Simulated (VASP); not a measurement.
# CaF2 in VASP: single point with PBE+D3(BJ)

Aim: the single point of CaF2 with PBE+D3(BJ).

Everything below comes from runs of VASP 6.6.1. Logs are shortened: lines on timing, memory, paths and dates and some standing lists are left out, and cuts for length are marked.

## 1. The cell of the first run

The cell holds a slab with vacuum, 24 atoms: a = 7.735 Å, b = 5.469 Å, c = 21.801 Å, α = 90.00°, β = 90.00°, γ = 90.00°.

## 2. Single point, PBE+D3(BJ)

Input file INCAR:

```
SYSTEM = CaF2
ALGO = Normal
DIPOL = 0.5 0.5 0.500
EDIFF = 1E-6
ENCUT = 520
GGA = PE
GGA_COMPAT = .False.
IDIPOL = 3
ISIF = 2
ISMEAR = 0
IVDW = 12
LASPH = .True.
LCHARG = .False.
LDIPOL = .True.
LREAL = .False.
LWAVE = .False.
NBANDS = 114
NELM = 120
NELMDL = -8
PREC = Accurate
SIGMA = 0.05
```

Input file KPOINTS:

```
k-points
0
Gamma
  2 3 1
  0 0 0
```

Input file POSCAR:

```
CaF2
1.0
    7.7347822761      0.0000000000      0.0000000000
    0.0000000000      5.4693169984      0.0000000000
    0.0000000000      0.0000000000     21.8010867070
Ca F
8 16
Direct
    0.2500000000      0.5000000000      0.3669541848
    0.7500000000      0.5000000000      0.3669541848
    0.5000000000      0.0000000000      0.4556513949
    0.0000000000      0.0000000000      0.4556513949
    0.7500000000      0.5000000000      0.5487658530
    0.2500000000      0.5000000000      0.5487658530
    0.0000000000      0.0000000000      0.6266808396
    0.5000000000      0.0000000000      0.6266808396
    0.5000000000      0.7500000000      0.3669541848
    0.0000000000      0.7500000000      0.3669541848
    0.5000000000      0.2500000000      0.3669541848
    0.0000000000      0.2500000000      0.3669541848
    0.7500000000      0.2500000000      0.4556513949
    0.2500000000      0.2500000000      0.4556513949
    0.7500000000      0.7500000000      0.4556513949
    0.2500000000      0.7500000000      0.4556513949
    0.0000000000      0.7487728089      0.5444285072
    0.5000000000      0.7487728089      0.5444285072
    0.0000000000      0.2512271911      0.5444285072
    0.5000000000      0.2512271911      0.5444285072
    0.2500000000      0.2382663608      0.6348145038
    0.7500000000      0.2382663608      0.6348145038
    0.2500000000      0.7617336392      0.6348145038
    0.7500000000      0.7617336392      0.6348145038
```

Potentials or basis: VASP PAW PBE potentials, release 64 (Ca_sv, F).

Launch:

```bash
cat potpaw_PBE.64/Ca_sv/POTCAR potpaw_PBE.64/F/POTCAR > POTCAR
mpirun -np 1 vasp_std > vasp.out
```

OUTCAR:

```text
SYSTEM = CaF2
   EDIFF = 1E-6
   ENCUT = 520
   GGA = PE
   ISIF = 2
   ISMEAR = 0
   IVDW = 12
   LASPH = .True.
   LREAL = .False.
   NELM = 120
   NELMDL = -8
   PREC = Accurate
 IVDW          = 12

 ion  position               nearest neighbor table
   1  0.250  0.500  0.367-  14 2.37  16 2.37  11 2.37  12 2.37   9 2.37  10 2.37
   2  0.750  0.500  0.367-  13 2.37  15 2.37  11 2.37  12 2.37   9 2.37  10 2.37
   3  0.500  0.000  0.456-   9 2.37  11 2.37  13 2.37  14 2.37  15 2.37  16 2.37  18 2.37  20 2.37

   4  0.000  0.000  0.456-  10 2.37  12 2.37  13 2.37  14 2.37  15 2.37  16 2.37  17 2.37  19 2.37
[... 31 lines left out ...]
 A1 = (   0.0000000000,  -5.4693169984,   0.0000000000)
 A2 = (   7.7347822761,   0.0000000000,   0.0000000000)
 A3 = (   0.0000000000,   0.0000000000,  21.8010867070)

Analysis of symmetry for initial positions (statically):
=====================================================================
 Subroutine PRICEL returns following result:

  LATTYP: Found a simple orthorhombic cell.
 ALAT       =     3.8673911380
 B/A-ratio  =     1.4142135624
 C/A-ratio  =     5.6371558833

  Lattice vectors:

 A1 = (   3.8673911380,   0.0000000000,   0.0000000000)
 A2 = (   0.0000000000,   5.4693169984,   0.0000000000)
 A3 = (   0.0000000000,   0.0000000000,  21.8010867070)

   2 primitive cells build up your supercell.

 Routine SETGRP: Setting up the symmetry group for a
 simple orthorhombic supercell.

 Subroutine GETGRP returns: Found  4 space group operations
 (whereof  4 operations were pure point group operations)
 out of a pool of  8 trial point group operations.

The static configuration has the point symmetry C_2v.

Analysis of symmetry for dynamics (positions and initial velocities):
=====================================================================
 Subroutine PRICEL returns following result:

  LATTYP: Found a simple orthorhombic cell.
 ALAT       =     3.8673911380
 B/A-ratio  =     1.4142135624
 C/A-ratio  =     5.6371558833

  Lattice vectors:

 A1 = (   3.8673911380,   0.0000000000,   0.0000000000)
 A2 = (   0.0000000000,   5.4693169984,   0.0000000000)
 A3 = (   0.0000000000,   0.0000000000,  21.8010867070)

   2 primitive cells build up your supercell.

 Routine SETGRP: Setting up the symmetry group for a
 simple orthorhombic supercell.

 Subroutine GETGRP returns: Found  4 space group operations
 (whereof  4 operations were pure point group operations)
 out of a pool of  8 trial point group operations.

The dynamic configuration has the point symmetry C_2v.

 Subroutine INISYM returns: Found  4 space group operations
 (whereof  4 operations are pure point group operations),
 and found     2 'primitive' translations

----------------------------------------------------------------------------------------

                                     Primitive cell

  volume of cell :     461.1363

  direct lattice vectors                    reciprocal lattice vectors
     3.867391138  0.000000000  0.000000000     0.258572243  0.000000000  0.000000000
     0.000000000  5.469316998  0.000000000     0.000000000  0.182838186  0.000000000
     0.000000000  0.000000000 21.801086707     0.000000000  0.000000000  0.045869273

  length of vectors
     3.867391138  5.469316998 21.801086707     0.258572243  0.182838186  0.045869273

  position of ions in fractional coordinates (direct lattice)
     0.500000000  0.500000000  0.366954185
     0.000000000  0.000000000  0.455651395
     0.500000000  0.500000000  0.548765853
     0.000000000  0.000000000  0.626680840
     0.000000000  0.750000000  0.366954185
     0.000000000  0.250000000  0.366954185
     0.500000000  0.250000000  0.455651395
     0.500000000  0.750000000  0.455651395
     0.000000000  0.748772809  0.544428507
     0.000000000  0.251227191  0.544428507
     0.500000000  0.238266361  0.634814504
     0.500000000  0.761733639  0.634814504

  ion indices of the primitive-cell ions
   primitive index   ion index
                 1           1
                 2           3
                 3           6
                 4           7
                 5           9
                 6          11
                 7          14
                 8          16
                 9          17
                10          19
                11          21
                12          23

----------------------------------------------------------------------------------------

 KPOINTS: k-points

Automatic generation of k-mesh.
 Grid dimensions read from file:
 generate k-points for:    2    3    1

 Generating k-lattice:

  Cartesian coordinates                     Fractional coordinates (reciprocal lattice)
     0.064643061  0.000000000  0.000000000     0.500000000  0.000000000  0.000000000
     0.000000000  0.060946062  0.000000000     0.000000000  0.333333333  0.000000000
     0.000000000  0.000000000  0.045869273     0.000000000  0.000000000  1.000000000

  Length of vectors
     0.064643061  0.060946062  0.045869273

  Shift w.r.t. Gamma in fractional coordinates (k-lattice)
     0.000000000  0.000000000  0.000000000

 Subroutine IBZKPT returns following result:
 ===========================================

 Found      4 irreducible k-points:

 Following reciprocal coordinates:
            Coordinates               Weight
  0.000000  0.000000  0.000000      1.000000
  0.500000  0.000000  0.000000      1.000000
  0.000000  0.333333  0.000000      2.000000
  0.500000  0.333333  0.000000      2.000000
   k-points           NKPTS =      4   k-points in BZ     NKDIM =      4   number of bands    NBANDS=    114
   number of dos      NEDOS =    301   number of ions     NIONS =     24
   total plane-waves  NPLWV = 408240
   dimension x,y,z NGX =    60 NGY =   42 NGZ =  162
   dimension x,y,z NGXF=   120 NGYF=   84 NGZF=  324
   ions per type =               8  16
   NGX,Y,Z   is equivalent  to a cutoff of  12.90, 12.77, 12.35 a.u.
   NGXF,Y,Z  is equivalent  to a cutoff of  25.79, 25.53, 24.71 a.u.
 SYSTEM =  CaF2
   PREC   = accura    normal or accurate (medium, high low for compatibility)
   ISTART =      0    job   : 0-new  1-cont  2-samecut
   ICHARG =      2    charge: 1-file 2-atom 10-const
   ISPIN  =      1    spin polarized calculation?
   LNONCOLLINEAR =      F non collinear calculations
   LSORBIT =      F    spin-orbit coupling
   LASPH  =      T    aspherical Exc in radial PAW
   ENCUT  =  520.0 eV  38.22 Ry    6.18 a.u.  14.38 10.17 40.54*2*pi/ulx,y,z
   NELM   =    120;   NELMIN=  2; NELMDL= -8     # of ELM steps
   EDIFF  = 0.1E-05   stopping-criterion for ELM
   LREAL  =      F    real-space projection
   EDIFFG = 0.1E-04   stopping-criterion for IOM
   NSW    =      0    number of steps for IOM
   IBRION =     -1    ionic relax: 0-MD 1-quasi-New 2-CG
   NFREE  =      0    steps in history (QN), initial steepest desc. (CG)
   ISIF   =      2    stress and relaxation
   ISYM   =      2    0-nonsym 1-usesym 2-fastsym
   POTIM  = 0.5000    time-step for ionic-motion
   TEBEG  =    0.0;   TEEND  =   0.0 temperature during run
   PSTRESS=    0.0 pullay stress
   NELECT =     192.0000    total number of electrons
   NUPDOWN=      -1.0000    fix difference up-down
   EMIN   =  10.00;   EMAX   =-10.00  energy-range for DOS
   EFERMI =   0.00;   METHOD = LEGACY
   ISMEAR =     0;   SIGMA  =   0.05  broadening in eV -4-tet -1-fermi 0-gaus
   EFERMI_NEDOS =   21; number of points for ismear=-14 and -15
   IALGO  =     38    algorithm
   IMIX   =      4    mixing-type and parameters
     AMIX     =   0.40;   BMIX     =  1.00
     AMIX_MAG =   1.60;   BMIX_MAG =  1.00
  volume/ion in A,a.u.               =      38.43       259.33
  Fermi-wavevector in a.u.,A,eV,Ry     =   0.970261  1.833528 12.808625  0.941407
  Thomas-Fermi vector in A             =   2.100382
   LORBIT       =      0    0 simple, 1 ext, 2 COOP (PROOUT), +10 PAW based schemes
   GGA     = PE    functional components
   LHFCALC =     F    Hartree Fock is set to
   AEXX    =    0.0000 exact exchange contribution
   IVDW    =    12    specifies the selected vdW correction
   LEPSILON=     F    determine dielectric tensor
   LRPA    =     F    only Hartree local field effects (RPA)
 non-spin polarized calculation
 Gauss-broadening in eV      SIGMA  =   0.05
  energy-cutoff  :      520.00
  volume of cell :      922.27
 maximum number of plane-waves:     24858
 NGX is ok and might be reduce to    60
   NGX = 29   NGY = 21   NGZ = 81

 number of electron     192.0000079 magnetization

 dipolmoment           0.000000      0.000000      0.177797 electrons x Angstroem

 Free energy of the ion-electron system (eV)
  ---------------------------------------------------
  ext. energy  EPLUGINS =         0.00000000
  ---------------------------------------------------
  free energy    TOTEN  =      -135.27509497 eV

  energy without entropy =     -135.27509497  energy(sigma->0) =     -135.27509497

 E-fermi :  -3.9469     XC(G=0):  -3.9545

 val. band max:       -4.2334286190   @ k =   0.0000   0.0000   0.0000
 cond. band min:       0.7597324322   @ k =   0.0000   0.0000   0.0000
 fundamental gap:      4.9931610512
 Fermi energy:        -3.9468904899

 k-point     1 :       0.0000    0.0000    0.0000
  band No.  band energies     occupation
      1     -41.6900      2.00000
      2     -41.6803      2.00000
      3     -41.2882      2.00000
      4     -41.2765      2.00000
      5     -40.9629      2.00000
      6     -40.9522      2.00000
[... 433 lines left out ...]
    107       3.5082      0.00000
    108       3.5082      0.00000
 [bands above 108 left out]

------------------------ aborting loop because EDIFF is reached ----------------------------------------

 vacuum level on the upper side and lower side of the slab       (xc-potential included)         0.264        -0.436

 Edisp (eV)   -2.64941

 E8    (eV) :    -1.1413

  FORCE on cell =-STRESS in cart. coord.  units (eV):
  Direction    XX          YY          ZZ          XY          YZ          ZX
  --------------------------------------------------------------------------------------
  -------------------------------------------------------------------------------------
  Total     -10.76161     0.21320    -1.87532     0.00000     0.00000     0.00000
  in kB     -18.69513     0.37038    -3.25782     0.00000     0.00000     0.00000
  external pressure =       -7.19 kB  Pullay stress =        0.00 kB

 VOLUME and BASIS-vectors are now :
 -----------------------------------------------------------------------------
  energy-cutoff  :      520.00
  volume of cell :      922.27
      direct lattice vectors                 reciprocal lattice vectors
     7.734782276  0.000000000  0.000000000     0.129286121  0.000000000  0.000000000
     0.000000000  5.469316998  0.000000000     0.000000000  0.182838186  0.000000000
     0.000000000  0.000000000 21.801086707     0.000000000  0.000000000  0.045869273

 POSITION                                       TOTAL-FORCE (eV/Angst)
 -----------------------------------------------------------------------------------
      1.93370      2.73466      8.00000        -0.000000     -0.000000      1.303506
      5.80109      2.73466      8.00000        -0.000000     -0.000000      1.303506
      3.86739      0.00000      9.93370        -0.000000     -0.000000     -0.628391
      0.00000      0.00000      9.93370        -0.000000     -0.000000     -0.628391
      5.80109      2.73466     11.96369        -0.000000     -0.000000     -0.009066
      1.93370      2.73466     11.96369        -0.000000     -0.000000     -0.009066
[... 16 lines left out ...]
      1.93370      4.16616     13.83965         0.000000     -0.013924      0.017489
      5.80109      4.16616     13.83965        -0.000000     -0.013924      0.017489
 -----------------------------------------------------------------------------------
    total drift:                                0.000000      0.000000     -0.002263

  FREE ENERGIE OF THE ION-ELECTRON SYSTEM (eV)
  ---------------------------------------------------
  free  energy   TOTEN  =      -137.9245062347 eV

  energy  without entropy=     -137.9245062347  energy(sigma->0) =     -137.92450623

 vacuum level on the upper side and lower side of the slab         2.397         1.664
```

Wall time 17 min (1 thread of Intel Xeon Platinum 8375C at 2.90GHz (Ice Lake), shared host); peak memory 0.93 GiB.

Results:

```
Free energy                : -137.9245 eV
Largest force              : 1.304 eV/Å
Band gap on the k mesh     : 4.99 eV
Dispersion energy per atom : -0.110 eV
```

Forces in eV/Å, atoms in the order of the input:
```
Ca   0.000  0.000  1.304
Ca   0.000  0.000  1.304
Ca   0.000  0.000 -0.628
Ca   0.000  0.000 -0.628
Ca   0.000  0.000 -0.009
Ca   0.000  0.000 -0.009
Ca   0.000  0.000  0.067
Ca   0.000  0.000  0.067
F    0.000 -0.535 -0.426
F    0.000 -0.535 -0.426
F    0.000  0.535 -0.426
F    0.000  0.535 -0.426
F    0.000  0.160  0.056
F    0.000  0.160  0.056
F    0.000 -0.160  0.056
F    0.000 -0.160  0.056
F    0.000 -0.010 -0.014
F    0.000 -0.010 -0.014
F    0.000  0.010 -0.014
F    0.000  0.010 -0.014
F    0.000  0.014  0.017
F    0.000  0.014  0.017
F    0.000 -0.014  0.017
F    0.000 -0.014  0.017
```
